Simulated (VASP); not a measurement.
# Ti3Se (P-6m2) in VASP: further runs

Runs on Ti3Se. Level: PBE+U. Tasks: single point.

All numbers are computed with VASP 6.6.1; they aren't measurements. Logs are shortened: lines on timing, memory, paths and dates and some standing lists are left out, and cuts for length are marked.

### Step 1. The cell of the first run

The structure is hexagonal, space group P-6m2 (No. 187). Conventional cell: a = 3.197 Å, b = 3.197 Å, c = 7.943 Å, α = 90.00°, β = 90.00°, γ = 120.00°. Within 3.4 Å of Se (site symmetry -6m2) lie 6 Ti at 2.58 Å and 6 Se at 3.20 Å. Ti (site symmetry -6m2) has 12 Ti at 2.85 to 3.20 Å within 3.8 Å. Within 3.4 Å of Ti (site symmetry 3m) lie 3 Se at 2.58 Å and 9 Ti at 2.85 to 3.20 Å.

### Step 2. Single point, PBE+U

Contents of INCAR:

```
SYSTEM = Ti3Se
PREC = Accurate
ENCUT = 520
EDIFF = 1E-6
ISMEAR = -1
SIGMA = 0.05
LREAL = .FALSE.
LASPH = .TRUE.
NELM = 150
ALGO = Normal
ISIF = 2
LWAVE = .FALSE.
LCHARG = .FALSE.
LMAXMIX = 4
LDAU = .TRUE.
LDAUTYPE = 2
LDAUL = -1 2
LDAUU = 0 4
LDAUJ = 0 0
LDAUPRINT = 1
GGA = PE
NBANDS = 29
```

Contents of KPOINTS:

```
regular mesh
0
G
  10 10 4
  0 0 0
```

Contents of POSCAR:

```
Ti3Se
1.0
    3.1974455988      0.0000000000      0.0000000000
   -1.5987227994      2.7690691158      0.0000000000
    0.0000000000      0.0000000000      7.9427450000
Se Ti
1 3
Direct
    0.0000000000      0.0000000000      0.0000000000
    0.6666666667      0.3333333333      0.5000000000
    0.3333333333      0.6666666667      0.7729020000
    0.3333333333      0.6666666667      0.2270980000
```

Potentials or basis: VASP PAW PBE potentials, release 64 (Se, Ti_sv).

Launch:

```console
$ cat potpaw_PBE.64/Se/POTCAR potpaw_PBE.64/Ti_sv/POTCAR > POTCAR
$ mpirun -np 1 vasp_std > vasp.out
```

OUTCAR:

```text
SYSTEM = Ti3Se
   PREC = Accurate
   ENCUT = 520
   EDIFF = 1E-6
   ISMEAR = -1
   LREAL = .FALSE.
   LASPH = .TRUE.
   NELM = 150
   ISIF = 2
   GGA = PE

 ion  position               nearest neighbor table
   1  0.000  0.000  0.000-   3 2.58   4 2.58   3 2.58   4 2.58   3 2.58   4 2.58
   2  0.667  0.333  0.500-   3 2.85   4 2.85   3 2.85   4 2.85   3 2.85   4 2.85
   3  0.333  0.667  0.773-   1 2.58   1 2.58   1 2.58   2 2.85   2 2.85   2 2.85
   4  0.333  0.667  0.227-   1 2.58   1 2.58   1 2.58   2 2.85   2 2.85   2 2.85

  LATTYP: Found a hexagonal cell.
 ALAT       =     3.1974455988
 C/A-ratio  =     2.4840907389

  Lattice vectors:

 A1 = (   3.1974455988,   0.0000000000,   0.0000000000)
 A2 = (  -1.5987227994,   2.7690691158,   0.0000000000)
 A3 = (   0.0000000000,   0.0000000000,   7.9427450000)

Analysis of symmetry for initial positions (statically):
=====================================================================
 Subroutine PRICEL returns:
 Original cell was already a primitive cell.

 Routine SETGRP: Setting up the symmetry group for a
 hexagonal supercell.

 Subroutine GETGRP returns: Found 12 space group operations
 (whereof 12 operations were pure point group operations)
 out of a pool of 24 trial point group operations.

The static configuration has the point symmetry D_3h.

Analysis of symmetry for dynamics (positions and initial velocities):
=====================================================================
 Subroutine PRICEL returns:
 Original cell was already a primitive cell.

 Routine SETGRP: Setting up the symmetry group for a
 hexagonal supercell.

 Subroutine GETGRP returns: Found 12 space group operations
 (whereof 12 operations were pure point group operations)
 out of a pool of 24 trial point group operations.

The dynamic configuration has the point symmetry D_3h.

 Subroutine INISYM returns: Found 12 space group operations
 (whereof 12 operations are pure point group operations),
 and found     1 'primitive' translations

----------------------------------------------------------------------------------------

                                     Primitive cell

  volume of cell :      70.3247

  direct lattice vectors                    reciprocal lattice vectors
     3.197445599  0.000000000  0.000000000     0.312749653  0.180566096  0.000000000
    -1.598722799  2.769069116  0.000000000     0.000000000  0.361132192  0.000000000
     0.000000000  0.000000000  7.942745000     0.000000000  0.000000000  0.125901058

  length of vectors
     3.197445599  3.197445599  7.942745000     0.361132192  0.361132192  0.125901058

  position of ions in fractional coordinates (direct lattice)
     0.000000000  0.000000000  0.000000000
     0.666666667  0.333333333  0.500000000
     0.333333333  0.666666667  0.772902000
     0.333333333  0.666666667  0.227098000

  ion indices of the primitive-cell ions
   primitive index   ion index
                 1           1
                 2           2
                 3           3
                 4           4

----------------------------------------------------------------------------------------

 KPOINTS: regular mesh

Automatic generation of k-mesh.
 Grid dimensions read from file:
 generate k-points for:   10   10    4

 Generating k-lattice:

  Cartesian coordinates                     Fractional coordinates (reciprocal lattice)
     0.031274965  0.018056610  0.000000000     0.100000000 -0.000000000  0.000000000
     0.000000000  0.036113219  0.000000000     0.000000000  0.100000000  0.000000000
     0.000000000  0.000000000  0.031475265     0.000000000  0.000000000  0.250000000

  Length of vectors
     0.036113219  0.036113219  0.031475265

  Shift w.r.t. Gamma in fractional coordinates (k-lattice)
     0.000000000  0.000000000  0.000000000

 Subroutine IBZKPT returns following result:
 ===========================================

 Found     42 irreducible k-points:

 Following reciprocal coordinates:
            Coordinates               Weight
  0.000000  0.000000  0.000000      1.000000
  0.100000  0.000000  0.000000      6.000000
  0.200000  0.000000  0.000000      6.000000
  0.300000 -0.000000  0.000000      6.000000
  0.400000  0.000000  0.000000      6.000000
  0.500000 -0.000000  0.000000      3.000000
[... 16 lines left out ...]
  0.300000  0.100000  0.250000     24.000000
  0.400000  0.100000  0.250000     24.000000
 [... further k-points ...]
   k-points           NKPTS =     42   k-points in BZ     NKDIM =     42   number of bands    NBANDS=     29
   number of dos      NEDOS =    301   number of ions     NIONS =      4
   total plane-waves  NPLWV =  34560
   dimension x,y,z NGX =    24 NGY =   24 NGZ =   60
   dimension x,y,z NGXF=    48 NGYF=   48 NGZF=  120
   ions per type =               1   3
   NGX,Y,Z   is equivalent  to a cutoff of  12.48, 12.48, 12.56 a.u.
   NGXF,Y,Z  is equivalent  to a cutoff of  24.96, 24.96, 25.12 a.u.
 SYSTEM =  Ti3Se
   PREC   = accura    normal or accurate (medium, high low for compatibility)
   ISTART =      0    job   : 0-new  1-cont  2-samecut
   ICHARG =      2    charge: 1-file 2-atom 10-const
   ISPIN  =      1    spin polarized calculation?
   LNONCOLLINEAR =      F non collinear calculations
   LSORBIT =      F    spin-orbit coupling
   LASPH  =      T    aspherical Exc in radial PAW
   ENCUT  =  520.0 eV  38.22 Ry    6.18 a.u.   5.95  5.95 14.77*2*pi/ulx,y,z
   NELM   =    150;   NELMIN=  2; NELMDL= -5     # of ELM steps
   EDIFF  = 0.1E-05   stopping-criterion for ELM
   LREAL  =      F    real-space projection
   EDIFFG = 0.1E-04   stopping-criterion for IOM
   NSW    =      0    number of steps for IOM
   IBRION =     -1    ionic relax: 0-MD 1-quasi-New 2-CG
   NFREE  =      0    steps in history (QN), initial steepest desc. (CG)
   ISIF   =      2    stress and relaxation
   ISYM   =      2    0-nonsym 1-usesym 2-fastsym
   POTIM  = 0.5000    time-step for ionic-motion
   TEBEG  =    0.0;   TEEND  =   0.0 temperature during run
   PSTRESS=    0.0 pullay stress
   NELECT =      42.0000    total number of electrons
   NUPDOWN=      -1.0000    fix difference up-down
   EMIN   =  10.00;   EMAX   =-10.00  energy-range for DOS
   EFERMI =   0.00;   METHOD = LEGACY
   ISMEAR =    -1;   SIGMA  =   0.05  broadening in eV -4-tet -1-fermi 0-gaus
   EFERMI_NEDOS =   21; number of points for ismear=-14 and -15
   IALGO  =     38    algorithm
   IMIX   =      4    mixing-type and parameters
     AMIX     =   0.40;   BMIX     =  1.00
     AMIX_MAG =   1.60;   BMIX_MAG =  1.00
  volume/ion in A,a.u.               =      17.58       118.64
  Fermi-wavevector in a.u.,A,eV,Ry     =   1.378654  2.605279 25.860428  1.900688
  Thomas-Fermi vector in A             =   2.503696
   LORBIT       =      0    0 simple, 1 ext, 2 COOP (PROOUT), +10 PAW based schemes
 LDA+U is selected, type is set to LDAUTYPE =  2
   angular momentum for each species LDAUL =    -1    2
   U (eV)           for each species LDAUU =   0.0  4.0
   J (eV)           for each species LDAUJ =   0.0  0.0
   GGA     = PE    functional components
   LHFCALC =     F    Hartree Fock is set to
   AEXX    =    0.0000 exact exchange contribution
   IVDW    =     0    specifies the selected vdW correction
   LEPSILON=     F    determine dielectric tensor
   LRPA    =     F    only Hartree local field effects (RPA)
 non-spin polarized calculation
  energy-cutoff  :      520.00
  volume of cell :       70.32
 maximum number of plane-waves:      1918
 NGX is ok and might be reduce to    24
   NGX = 11   NGY = 11   NGZ = 29

atom =   2  type =  2  l = 2

 onsite density matrix

spin component  1
[... 83 lines left out ...]
  o =  0.1429  v = -0.4066  0.0000 -0.0000 -0.9136 -0.0000  0.0000  0.0000  0.0000  0.0000  0.0000      0.0000  0.0000  0.0000  0.0000  0.0000  0.0000  0.0000  0.0000  0.0000  0.0000
  o =  0.1429  v =  0.0000  0.0000  0.0000  0.0000  0.0000 -0.4066  0.0000 -0.0000 -0.9136 -0.0000      0.0000  0.0000  0.0000  0.0000  0.0000  0.0000  0.0000  0.0000  0.0000  0.0000
  o =  0.1429  v =  0.0000 -0.9136  0.0000  0.0000 -0.4066  0.0000  0.0000  0.0000  0.0000  0.0000      0.0000  0.0000  0.0000  0.0000  0.0000  0.0000  0.0000  0.0000  0.0000  0.0000
  o =  0.1429  v =  0.0000  0.0000  0.0000  0.0000  0.0000  0.0000 -0.9136  0.0000  0.0000 -0.4066      0.0000  0.0000  0.0000  0.0000  0.0000  0.0000  0.0000  0.0000  0.0000  0.0000
  o =  0.1926  v =  0.0000 -0.0000 -1.0000 -0.0000  0.0000  0.0000  0.0000  0.0000  0.0000  0.0000      0.0000  0.0000  0.0000  0.0000  0.0000  0.0000  0.0000  0.0000  0.0000  0.0000
  o =  0.1926  v =  0.0000  0.0000  0.0000  0.0000  0.0000  0.0000 -0.0000 -1.0000 -0.0000  0.0000      0.0000  0.0000  0.0000  0.0000  0.0000  0.0000  0.0000  0.0000  0.0000  0.0000
  o =  0.2025  v = -0.9136  0.0000  0.0000  0.4066  0.0000  0.0000  0.0000  0.0000  0.0000  0.0000      0.0000  0.0000  0.0000  0.0000  0.0000  0.0000  0.0000  0.0000  0.0000  0.0000
  o =  0.2025  v =  0.0000  0.0000  0.0000  0.0000  0.0000 -0.9136  0.0000  0.0000  0.4066  0.0000      0.0000  0.0000  0.0000  0.0000  0.0000  0.0000  0.0000  0.0000  0.0000  0.0000
  o =  0.2025  v =  0.0000  0.0000  0.0000  0.0000  0.0000  0.0000 -0.4066  0.0000 -0.0000  0.9136      0.0000  0.0000  0.0000  0.0000  0.0000  0.0000  0.0000  0.0000  0.0000  0.0000
  o =  0.2025  v =  0.0000 -0.4066  0.0000 -0.0000  0.9136  0.0000  0.0000  0.0000  0.0000  0.0000      0.0000  0.0000  0.0000  0.0000  0.0000  0.0000  0.0000  0.0000  0.0000  0.0000

 number of electron      42.0000000 magnetization

 Free energy of the ion-electron system (eV)
  ---------------------------------------------------
  ext. energy  EPLUGINS =         0.00000000
  ---------------------------------------------------
  free energy    TOTEN  =       -20.01362367 eV

  energy without entropy =      -19.99017751  energy(sigma->0) =      -20.00190059

 E-fermi :   8.6126     XC(G=0): -11.3956

 val. band max:        8.5877377956   @ k =   0.3000   0.3000   0.5000
 cond. band min:       8.6170166706   @ k =   0.3000   0.2000   0.0000
 fundamental gap:      0.0292788750
 Fermi energy:         8.6125949239

 k-point     1 :       0.0000    0.0000    0.0000
  band No.  band energies     occupation
      1     -49.7094      2.00000
      2     -49.6925      2.00000
      3     -49.5227      2.00000
      4     -26.1381      2.00000
      5     -26.0613      2.00000
      6     -25.7639      2.00000
[... 757 lines left out ...]
     28      11.2435      0.00000
     29      11.4637      0.00000

 [... further k-points ...]

------------------------ aborting loop because EDIFF is reached ----------------------------------------

  FORCE on cell =-STRESS in cart. coord.  units (eV):
  Direction    XX          YY          ZZ          XY          YZ          ZX
  --------------------------------------------------------------------------------------
  -------------------------------------------------------------------------------------
  Total        2.4166390      2.4166390      3.8057713      0.0000000      0.0000000      0.0000000
  in kB       55.0572834     55.0572834     86.7053084      0.0000000      0.0000000      0.0000000
  external PRESSURE =      65.6066251 kB  Pullay stress =       0.0000000 kB

 VOLUME and BASIS-vectors are now :
 -----------------------------------------------------------------------------
  energy-cutoff  :      520.00
  volume of cell :       70.32
      direct lattice vectors                 reciprocal lattice vectors
     3.197445599  0.000000000  0.000000000     0.312749653  0.180566096  0.000000000
    -1.598722799  2.769069116  0.000000000     0.000000000  0.361132192  0.000000000
     0.000000000  0.000000000  7.942745000     0.000000000  0.000000000  0.125901058

 POSITION                                       TOTAL-FORCE (eV/Angst)
 -----------------------------------------------------------------------------------
      0.00000      0.00000      0.00000        -0.000000      0.000000      0.000000
      1.59872      0.92302      3.97137         0.000000      0.000000      0.000000
     -0.00000      1.84605      6.13896        -0.000000     -0.000000      0.023523
     -0.00000      1.84605      1.80378        -0.000000     -0.000000     -0.023523
 -----------------------------------------------------------------------------------
    total drift:                                0.000000     -0.000000     -0.000000

  FREE ENERGIE OF THE ION-ELECTRON SYSTEM (eV)
  ---------------------------------------------------
  free  energy   TOTEN  =       -20.0136236691 eV

  energy  without entropy=      -19.9901775139  energy(sigma->0) =      -20.00190059
```

Run time: 36 s. Hardware: 1 thread of Intel Xeon 6975P-C (Granite Rapids), shared host; peak memory 0.21 GiB.

Results:

| Property | Result |
| --- | --- |
| Free energy | -20.0136 eV |
| Pressure | 6.6 GPa |
| Largest force | 0.024 eV/Å |
| Band gap on the k mesh | zero (bands 21 and 22 overlap by 0.75 eV) |

Forces in eV/Å, atoms in the order of the input:
```
Se   0.000  0.000  0.000
Ti   0.000  0.000  0.000
Ti   0.000  0.000  0.024
Ti   0.000  0.000 -0.024
```

Stress tensor (GPa, compression positive):
```
5.51 0.00 0.00
0.00 5.51 0.00
0.00 0.00 8.67
```

Eigenvalues of the final occupation matrices:
```csv
site,spin,trace,eigenvalues
site 2 d,1,0.83,0.15 0.15 0.17 0.17 0.18
site 2 d,2,0.83,0.15 0.15 0.17 0.17 0.18
site 3 d,1,0.88,0.14 0.14 0.19 0.20 0.20
site 3 d,2,0.88,0.14 0.14 0.19 0.20 0.20
site 4 d,1,0.88,0.14 0.14 0.19 0.20 0.20
site 4 d,2,0.88,0.14 0.14 0.19 0.20 0.20
```

Caveat: the cell stands under pressure; U without spin polarisation on a metal has little footing.

### Step 3. Single point, PBE+U

Contents of INCAR:

```
PREC     = Accurate       # precision mode
ENCUT    = 520            # plane-wave cutoff, eV
EDIFF    = 1E-6           # SCF threshold, eV
ISMEAR   = -1             # smearing method
SIGMA    = 0.05           # smearing width, eV
LREAL    = False          # projectors in reciprocal space
LASPH    = True           # aspherical terms in the spheres
NELM     = 150            # most SCF steps
ALGO     = Normal         # electronic algorithm
ISIF     = 2              # what is computed and relaxed
LWAVE    = False          # write WAVECAR
LCHARG   = False          # write CHGCAR
LMAXMIX  = 4              # l up to which the mixer works
LDAU     = True           # DFT+U
LDAUTYPE = 2            
LDAUL    = -1 2           # shell
LDAUU    = 0 5            # U, eV
LDAUJ    = 0 0          
LDAUPRINT= 1            
GGA      = PE             # functional
NBANDS   = 29             # bands
```

Contents of KPOINTS:

```
Automatic mesh
0
Gamma
  10 10 4
```

POSCAR is that of step 2.

Potentials or basis: VASP PAW PBE potentials, release 64 (Se, Ti_sv).

Launch:

```console
$ cat potpaw_PBE.64/Se/POTCAR potpaw_PBE.64/Ti_sv/POTCAR > POTCAR
$ mpirun -np 1 vasp_std > vasp.out
```

It took 39 s on 1 thread of Intel Xeon 6975P-C (Granite Rapids), shared host; peak memory 0.22 GiB.

Results (log left out):

| Item | Value |
| --- | --- |
| Free energy | -17.8938 eV |
| Pressure | 8.2 GPa |
| Largest force | 0.045 eV/Å |
| Band gap on the k mesh | zero (bands 21 and 22 overlap by 0.78 eV) |

Forces on the atoms (eV/Å):
```
Se   0.000  0.000  0.000
Ti   0.000  0.000  0.000
Ti   0.000  0.000  0.045
Ti   0.000  0.000 -0.045
```

Stress tensor (GPa, compression positive):
```
 6.90  0.00  0.00
 0.00  6.90  0.00
 0.00  0.00 10.85
```

Levels at points of the mesh, in eV from the Fermi level:
```csv
k point,band 19,band 20,band 21,band 22,band 23,band 24
"(0.00, 0.00, 0.00)",-0.76,0.15,0.15,0.48,0.48,0.73
"(0.50, 0.00, 0.00)",-1.75,-1.19,-0.80,0.33,0.65,0.80
"(0.00, 0.00, 0.50)",-0.80,0.27,0.50,0.50,0.64,0.64
"(0.50, 0.00, 0.50)",-1.71,-1.20,-1.04,0.42,0.89,1.13
```

Eigenvalues of the final occupation matrices:
```csv
site,spin,trace,eigenvalues
site 2 d,1,0.81,0.15 0.15 0.17 0.17 0.18
site 2 d,2,0.81,0.15 0.15 0.17 0.17 0.18
site 3 d,1,0.86,0.14 0.14 0.19 0.20 0.20
site 3 d,2,0.86,0.14 0.14 0.19 0.20 0.20
site 4 d,1,0.86,0.14 0.14 0.19 0.20 0.20
site 4 d,2,0.86,0.14 0.14 0.19 0.20 0.20
```

Caveat: the cell stands under pressure; U without spin polarisation on a metal has little footing.

### Step 4. Single point, PBE+U

Contents of INCAR:

```
PREC = Accurate
ENCUT = 520
EDIFF = 1E-6
ISMEAR = -1
SIGMA = 0.05
LREAL = F
LASPH = T
NELM = 150
ALGO = Normal
ISIF = 2
LWAVE = F
LCHARG = T
LMAXMIX = 4
LDAU = T
LDAUTYPE = 2
LDAUL = -1 2
LDAUU = 0 6
LDAUJ = 0 0
LDAUPRINT = 1
GGA = PE
LELF = T
LVHAR = T
NBANDS = 29
```

KPOINTS is that of step 3.

POSCAR is that of step 3.

Launch:

```console
$ cat potpaw_PBE.64/Se/POTCAR potpaw_PBE.64/Ti_sv/POTCAR > POTCAR
$ mpirun -np 1 vasp_std > vasp.out
```

It took 41 s on 1 thread of Intel Xeon 6975P-C (Granite Rapids), shared host; peak memory 0.21 GiB.

The run converged. Its results:

```yaml
Free_energy: -15.8146 eV
Pressure: 9.9 GPa
Largest_force: 0.071 eV/Å
Band_gap_on_the_k_mesh: zero (bands 21 and 22 overlap by 0.81 eV)
```

Forces on the atoms (eV/Å):
```
Se   0.000  0.000  0.000
Ti   0.000  0.000  0.000
Ti   0.000  0.000  0.071
Ti   0.000  0.000 -0.071
```

Stress tensor (GPa, compression positive):
```
 8.34  0.00  0.00
 0.00  8.34  0.00
 0.00  0.00 13.12
```

Levels at points of the mesh, in eV from the Fermi level:
| k point | band 17 | band 18 | band 19 | band 20 | band 21 | band 22 | band 23 | band 24 | band 25 | band 26 |
| --- | --- | --- | --- | --- | --- | --- | --- | --- | --- | --- |
| (0.00, 0.00, 0.00) | -1.61 | -1.61 | -0.90 | 0.15 | 0.15 | 0.53 | 0.53 | 0.70 | 1.09 | 1.71 |
| (0.50, 0.00, 0.00) | -2.43 | -1.91 | -1.78 | -1.30 | -0.88 | 0.37 | 0.63 | 0.81 | 2.27 | 2.54 |
| (0.00, 0.00, 0.50) | -1.66 | -1.66 | -0.83 | 0.21 | 0.51 | 0.51 | 0.68 | 0.68 | 1.19 | 1.19 |
| (0.50, 0.00, 0.50) | -2.48 | -1.86 | -1.75 | -1.25 | -1.08 | 0.38 | 0.90 | 1.17 | 1.18 | 2.64 |

Eigenvalues of the final occupation matrices:
```csv
site,spin,trace,eigenvalues
site 2 d,1,0.79,0.14 0.14 0.17 0.17 0.17
site 2 d,2,0.79,0.14 0.14 0.17 0.17 0.17
site 3 d,1,0.84,0.13 0.13 0.19 0.20 0.20
site 3 d,2,0.84,0.13 0.13 0.19 0.20 0.20
site 4 d,1,0.84,0.13 0.13 0.19 0.20 0.20
site 4 d,2,0.84,0.13 0.13 0.19 0.20 0.20
```

Caveat: the cell stands under pressure; U without spin polarisation on a metal has little footing.

### Step 5. Overview

| U | gap on the mesh (eV) | pressure (GPa) | largest force (eV/Å) |
| --- | --- | --- | --- |
| Ti d U = 4.0 eV | none | 6.6 | 0.02 |
| Ti d U = 5.0 eV | none | 8.2 | 0.05 |
| Ti d U = 6.0 eV | none | 9.9 | 0.07 |

Alike in all rows: task single point; level PBE+U; potentials or basis VASP PAW PBE potentials, release 64 (Se, Ti_sv); no spin polarisation; cell as given; k mesh 10 × 10 × 4; cutoff (eV) 520; smearing fermi-dirac 0.05 eV.

Caveats: the cell stands under pressure; U without spin polarisation on a metal has little footing.

Absolute energies hang on the potentials; compare differences alone.
